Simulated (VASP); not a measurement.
# ScAl (Pm-3m) in VASP: notebook, part 3 of 3

VASP 6.6.1. Earlier steps stand in the parts before.

## Step 5: Single point, PBEsol

This run uses another cell than the first one, of 19.91 Å³/atom, 1.095 times its volume.

File INCAR:

```
PREC = Accurate
ENCUT = 520
EDIFF = 1E-6
ISMEAR = -1
SIGMA = 0.1
LREAL = F
LASPH = T
NELM = 80
ALGO = Normal
ISIF = 2
LWAVE = F
LCHARG = F
GGA = PS
NBANDS = 14
```

File KPOINTS:

```
regular mesh
0
Gamma
  9 9 9
```

File POSCAR:

```
ScAl
1.0
    3.4147007531      0.0000000000      0.0000000000
    0.0000000000      3.4147007531      0.0000000000
    0.0000000000      0.0000000000      3.4147007531
Sc Al
1 1
Direct
    0.5000000000      0.5000000000      0.5000000000
    0.0000000000      0.0000000000      0.0000000000
```

Potentials or basis: VASP PAW PBE potentials, release 64 (Sc_sv, Al).

Launch:

```sh
cat potpaw_PBE.64/Sc_sv/POTCAR potpaw_PBE.64/Al/POTCAR > POTCAR
mpirun -np 1 vasp_std > vasp.out
```

OUTCAR:

```text
PREC = Accurate
   ENCUT = 520
   EDIFF = 1E-6
   ISMEAR = -1
   LREAL = F
   LASPH = T
   NELM = 80
   ISIF = 2
   GGA = PS

 ion  position               nearest neighbor table
   1  0.500  0.500  0.500-   2 2.96   2 2.96   2 2.96   2 2.96   2 2.96   2 2.96   2 2.96   2 2.96

   2  0.000  0.000  0.000-   1 2.96   1 2.96   1 2.96   1 2.96   1 2.96   1 2.96   1 2.96   1 2.96

  LATTYP: Found a simple cubic cell.
 ALAT       =     3.4147007531

  Lattice vectors:

 A1 = (   3.4147007531,   0.0000000000,   0.0000000000)
 A2 = (   0.0000000000,   3.4147007531,   0.0000000000)
 A3 = (   0.0000000000,   0.0000000000,   3.4147007531)

Analysis of symmetry for initial positions (statically):
=====================================================================
 Subroutine PRICEL returns:
 Original cell was already a primitive cell.

 Routine SETGRP: Setting up the symmetry group for a
 simple cubic supercell.

 Subroutine GETGRP returns: Found 48 space group operations
 (whereof 48 operations were pure point group operations)
 out of a pool of 48 trial point group operations.

The static configuration has the point symmetry O_h .

Analysis of symmetry for dynamics (positions and initial velocities):
=====================================================================
 Subroutine PRICEL returns:
 Original cell was already a primitive cell.

 Routine SETGRP: Setting up the symmetry group for a
 simple cubic supercell.

 Subroutine GETGRP returns: Found 48 space group operations
 (whereof 48 operations were pure point group operations)
 out of a pool of 48 trial point group operations.

The dynamic configuration has the point symmetry O_h .

 Subroutine INISYM returns: Found 48 space group operations
 (whereof 48 operations are pure point group operations),
 and found     1 'primitive' translations

[... 116 lines left out ...]
  Fermi-wavevector in a.u.,A,eV,Ry     =   1.155486  2.183553 18.165804  1.335149
  Thomas-Fermi vector in A             =   2.292115
   LORBIT       =      0    0 simple, 1 ext, 2 COOP (PROOUT), +10 PAW based schemes
   GGA     = PS    functional components
   LHFCALC =     F    Hartree Fock is set to
   AEXX    =    0.0000 exact exchange contribution
   IVDW    =     0    specifies the selected vdW correction
   LEPSILON=     F    determine dielectric tensor
   LRPA    =     F    only Hartree local field effects (RPA)
 non-spin polarized calculation
  energy-cutoff  :      520.00
  volume of cell :       39.82
 maximum number of plane-waves:      1085
 NGX is ok and might be reduce to    28
   NGX = 13   NGY = 13   NGZ = 13

 number of electron      13.9999997 magnetization

 Free energy of the ion-electron system (eV)
  ---------------------------------------------------
  ext. energy  EPLUGINS =         0.00000000
  ---------------------------------------------------
  free energy    TOTEN  =       -11.60716799 eV

  energy without entropy =      -11.57554721  energy(sigma->0) =      -11.59135760

 E-fermi :   5.6771     XC(G=0): -10.2495

 val. band max:        5.6759681486   @ k =   0.3333   0.0000   0.0000
 cond. band min:       5.7314717269   @ k =   0.4444   0.1111   0.1111
 fundamental gap:      0.0555035783
 Fermi energy:         5.6770829561

 k-point     1 :       0.0000    0.0000    0.0000
  band No.  band energies     occupation
      1     -43.6740      2.00000
      2     -22.3490      2.00000
      3     -22.3490      2.00000
      4     -22.3490      2.00000
      5      -2.6371      2.00000
      6       5.0561      1.99599
      7       5.0561      1.99599
      8       8.2601      0.00000
      9       8.2601      0.00000
     10       8.2601      0.00000
     11       9.2450      0.00000
     12       9.2450      0.00000
     13       9.2450      0.00000
     14      14.0694      0.00000
[... 377 lines left out ...]
      1     -43.6514      2.00000
      2     -22.4819      2.00000
      3     -22.4448      2.00000
      4     -22.3421      2.00000
      5       0.7066      2.00000
      6       2.9432      2.00000
      7       4.3094      2.00000
      8       5.9358      0.13992
      9       6.9953      0.00000
     10       7.3049      0.00000
     11       9.2420      0.00000
     12      10.0710      0.00000
     13      11.0473      0.00000
     14      12.2545      0.00000

 [... further k-points ...]
[... 5 lines left out ...]
  --------------------------------------------------------------------------------------
  -------------------------------------------------------------------------------------
  Total       -1.0547982     -1.0547982     -1.0547982     -0.0000000      0.0000000      0.0000000
  in kB      -42.4445582    -42.4445582    -42.4445582     -0.0000000      0.0000000      0.0000000
  external PRESSURE =     -42.4445582 kB  Pullay stress =       0.0000000 kB

 VOLUME and BASIS-vectors are now :
 -----------------------------------------------------------------------------
  energy-cutoff  :      520.00
  volume of cell :       39.82
      direct lattice vectors                 reciprocal lattice vectors
     3.414700753  0.000000000  0.000000000     0.292851430  0.000000000  0.000000000
     0.000000000  3.414700753  0.000000000     0.000000000  0.292851430  0.000000000
     0.000000000  0.000000000  3.414700753     0.000000000  0.000000000  0.292851430

 POSITION                                       TOTAL-FORCE (eV/Angst)
 -----------------------------------------------------------------------------------
      1.70735      1.70735      1.70735         0.000000      0.000000      0.000000
      0.00000      0.00000      0.00000         0.000000      0.000000      0.000000
 -----------------------------------------------------------------------------------
    total drift:                                0.000000      0.000000      0.000000

  FREE ENERGIE OF THE ION-ELECTRON SYSTEM (eV)
  ---------------------------------------------------
  free  energy   TOTEN  =       -11.6071679915 eV

  energy  without entropy=      -11.5755472094  energy(sigma->0) =      -11.59135760
```

OSZICAR:

```text
N       E                     dE             d eps       ncg     rms          rms(c)
DAV:   1     0.117612355669E+03    0.11761E+03   -0.64322E+03  1020   0.913E+02
DAV:   2    -0.957923097729E+01   -0.12719E+03   -0.12357E+03   980   0.310E+02
DAV:   3    -0.127596761570E+02   -0.31804E+01   -0.31228E+01  1400   0.600E+01
DAV:   4    -0.128395977681E+02   -0.79922E-01   -0.79845E-01  1146   0.825E+00
DAV:   5    -0.128434896551E+02   -0.38919E-02   -0.38918E-02  1496   0.167E+00    0.718E+00
DAV:   6    -0.116656158405E+02    0.11779E+01   -0.20206E+00  1526   0.202E+01    0.194E+00
DAV:   7    -0.116224915064E+02    0.43124E-01   -0.10288E-01  1614   0.297E+00    0.884E-01
DAV:   8    -0.116083343218E+02    0.14157E-01   -0.20359E-02  1442   0.154E+00    0.265E-01
DAV:   9    -0.116072902534E+02    0.10441E-02   -0.39622E-03  1500   0.999E-01    0.119E-01
DAV:  10    -0.116072173124E+02    0.72941E-04   -0.82253E-04  1484   0.429E-01    0.532E-02
DAV:  11    -0.116071689549E+02    0.48358E-04   -0.83046E-05  1500   0.142E-01    0.954E-03
DAV:  12    -0.116071679915E+02    0.96336E-06   -0.45129E-06  1546   0.179E-02
   1 F= -.11607168E+02 E0= -.11591358E+02  d E =-.316208E-01
```

Wall time 19 s (1 thread of Intel Xeon 6975P-C (Granite Rapids), shared host); peak memory 0.16 GiB.

Results:

- Free energy: -11.6072 eV
- Pressure: -4.2 GPa
- Band gap on the k mesh: zero (band 7 reaches 5.91 eV, above the bottom of band 8 at 5.23 eV)

Caveat: the PAW data sets were made with another functional, which shifts forces and pressure a little.

## Step 6: Single point, PBEsol

This run uses another cell than the first one, of 20.48 Å³/atom, 1.126 times its volume.

File INCAR:

```
PREC = Accurate
ENCUT = 520
EDIFF = 1E-7
ISMEAR = -1
SIGMA = 0.1
LREAL = False
LASPH = True
NELM = 80
ALGO = Normal
ISIF = 2
LWAVE = False
LCHARG = False
GGA = PS
NBANDS = 14
```

File KPOINTS:

```
Automatic mesh
0
Gamma
  9 9 9
```

File POSCAR:

```
ScAl
1.0
    3.4472236701      0.0000000000      0.0000000000
    0.0000000000      3.4472236701      0.0000000000
    0.0000000000      0.0000000000      3.4472236701
Sc Al
1 1
Direct
    0.5000000000      0.5000000000      0.5000000000
    0.0000000000      0.0000000000      0.0000000000
```

Potentials or basis: VASP PAW PBE potentials, release 64 (Sc_sv, Al).

Launch:

```sh
cat potpaw_PBE.64/Sc_sv/POTCAR potpaw_PBE.64/Al/POTCAR > POTCAR
mpirun -np 1 vasp_std > vasp.out
```

OUTCAR:

```text
PREC = Accurate
   ENCUT = 520
   EDIFF = 1E-7
   ISMEAR = -1
   LREAL = False
   LASPH = True
   NELM = 80
   ISIF = 2
   GGA = PS

 ion  position               nearest neighbor table
   1  0.500  0.500  0.500-   2 2.99   2 2.99   2 2.99   2 2.99   2 2.99   2 2.99   2 2.99   2 2.99

   2  0.000  0.000  0.000-   1 2.99   1 2.99   1 2.99   1 2.99   1 2.99   1 2.99   1 2.99   1 2.99

  LATTYP: Found a simple cubic cell.
 ALAT       =     3.4472236701

  Lattice vectors:

 A1 = (   3.4472236701,   0.0000000000,   0.0000000000)
 A2 = (   0.0000000000,   3.4472236701,   0.0000000000)
 A3 = (   0.0000000000,   0.0000000000,   3.4472236701)

Analysis of symmetry for initial positions (statically):
=====================================================================
 Subroutine PRICEL returns:
 Original cell was already a primitive cell.

 Routine SETGRP: Setting up the symmetry group for a
 simple cubic supercell.

 Subroutine GETGRP returns: Found 48 space group operations
 (whereof 48 operations were pure point group operations)
 out of a pool of 48 trial point group operations.

The static configuration has the point symmetry O_h .
[... 166 lines left out ...]
 Fermi energy:         5.4581402384

 k-point     1 :       0.0000    0.0000    0.0000
  band No.  band energies     occupation
      1     -43.9750      2.00000
      2     -22.6490      2.00000
      3     -22.6490      2.00000
      4     -22.6490      2.00000
      5      -2.7387      2.00000
      6       4.8827      1.99368
      7       4.8827      1.99368
      8       7.9599      0.00000
      9       7.9599      0.00000
     10       7.9599      0.00000
     11       8.9215      0.00000
     12       8.9215      0.00000
     13       8.9215      0.00000
     14      13.7000      0.00000
[... 377 lines left out ...]
      1     -43.9552      2.00000
      2     -22.7684      2.00000
      3     -22.7351      2.00000
      4     -22.6429      2.00000
      5       0.5410      2.00000
      6       2.7638      2.00000
      7       4.1184      2.00000
      8       5.7149      0.14254
      9       6.7416      0.00001
     10       7.0462      0.00000
     11       8.9014      0.00000
     12       9.6702      0.00000
     13      10.6586      0.00000
     14      11.8597      0.00000

 [... further k-points ...]
[... 5 lines left out ...]
  --------------------------------------------------------------------------------------
  -------------------------------------------------------------------------------------
  Total       -1.5073593     -1.5073593     -1.5073593     -0.0000000     -0.0000000      0.0000000
  in kB      -58.9547734    -58.9547734    -58.9547734     -0.0000000     -0.0000000      0.0000000
  external PRESSURE =     -58.9547734 kB  Pullay stress =       0.0000000 kB

 VOLUME and BASIS-vectors are now :
 -----------------------------------------------------------------------------
  energy-cutoff  :      520.00
  volume of cell :       40.96
      direct lattice vectors                 reciprocal lattice vectors
     3.447223670  0.000000000  0.000000000     0.290088516  0.000000000  0.000000000
     0.000000000  3.447223670  0.000000000     0.000000000  0.290088516  0.000000000
     0.000000000  0.000000000  3.447223670     0.000000000  0.000000000  0.290088516

 POSITION                                       TOTAL-FORCE (eV/Angst)
 -----------------------------------------------------------------------------------
      1.72361      1.72361      1.72361         0.000000      0.000000      0.000000
      0.00000      0.00000      0.00000         0.000000      0.000000      0.000000
 -----------------------------------------------------------------------------------
    total drift:                                0.000000      0.000000      0.000000

  FREE ENERGIE OF THE ION-ELECTRON SYSTEM (eV)
  ---------------------------------------------------
  free  energy   TOTEN  =       -11.5711660799 eV

  energy  without entropy=      -11.5382291045  energy(sigma->0) =      -11.55469759
```

OSZICAR:

```text
N       E                     dE             d eps       ncg     rms          rms(c)
DAV:   1     0.118082798256E+03    0.11808E+03   -0.66066E+03  1034   0.926E+02
DAV:   2    -0.963784061039E+01   -0.12772E+03   -0.12447E+03   980   0.310E+02
DAV:   3    -0.127694941498E+02   -0.31317E+01   -0.30587E+01  1460   0.591E+01
DAV:   4    -0.128367198367E+02   -0.67226E-01   -0.67145E-01  1192   0.732E+00
DAV:   5    -0.128390278228E+02   -0.23080E-02   -0.23079E-02  1492   0.130E+00    0.695E+00
DAV:   6    -0.116283852751E+02    0.12106E+01   -0.20911E+00  1532   0.204E+01    0.183E+00
DAV:   7    -0.115868574861E+02    0.41528E-01   -0.10065E-01  1596   0.281E+00    0.862E-01
DAV:   8    -0.115721362294E+02    0.14721E-01   -0.19345E-02  1388   0.143E+00    0.240E-01
DAV:   9    -0.115712655229E+02    0.87071E-03   -0.32295E-03  1506   0.900E-01    0.114E-01
DAV:  10    -0.115712149354E+02    0.50588E-04   -0.72610E-04  1472   0.403E-01    0.502E-02
DAV:  11    -0.115711659215E+02    0.49014E-04   -0.97881E-05  1490   0.155E-01    0.478E-03
DAV:  12    -0.115711660682E+02   -0.14662E-06   -0.38966E-06  1366   0.114E-02    0.422E-03
DAV:  13    -0.115711660799E+02   -0.11730E-07   -0.62869E-08   710   0.301E-03
   1 F= -.11571166E+02 E0= -.11554698E+02  d E =-.329370E-01
```

It took 20 s on 1 thread of Intel Xeon 6975P-C (Granite Rapids), shared host; peak memory 0.16 GiB.

Results:

* Free energy: -11.5712 eV
* Pressure: -5.9 GPa
* Band gap on the k mesh: zero (band 7 reaches 5.70 eV, above the bottom of band 8 at 5.02 eV)

Caveat: the PAW data sets were made with another functional, which shifts forces and pressure a little.

## Step 7: Summary

```csv
cell,gap on the mesh (eV),pressure (GPa)
"a = 3.313 Å, 2 atoms",none,2.6
"a = 3.348 Å, 2 atoms",none,-0.1
"a = 3.382 Å, 2 atoms",none,-2.3
"a = 3.415 Å, 2 atoms",none,-4.2
"a = 3.447 Å, 2 atoms",none,-5.9
```

Alike in all rows: task single point; level PBEsol; potentials or basis VASP PAW PBE potentials, release 64 (Sc_sv, Al); no spin polarisation; k mesh 9 × 9 × 9; cutoff (eV) 520; smearing fermi-dirac 0.1 eV.

Caveats: the PAW data sets were made with another functional, which shifts forces and pressure a little.

Absolute energies hang on the potentials; compare differences alone.
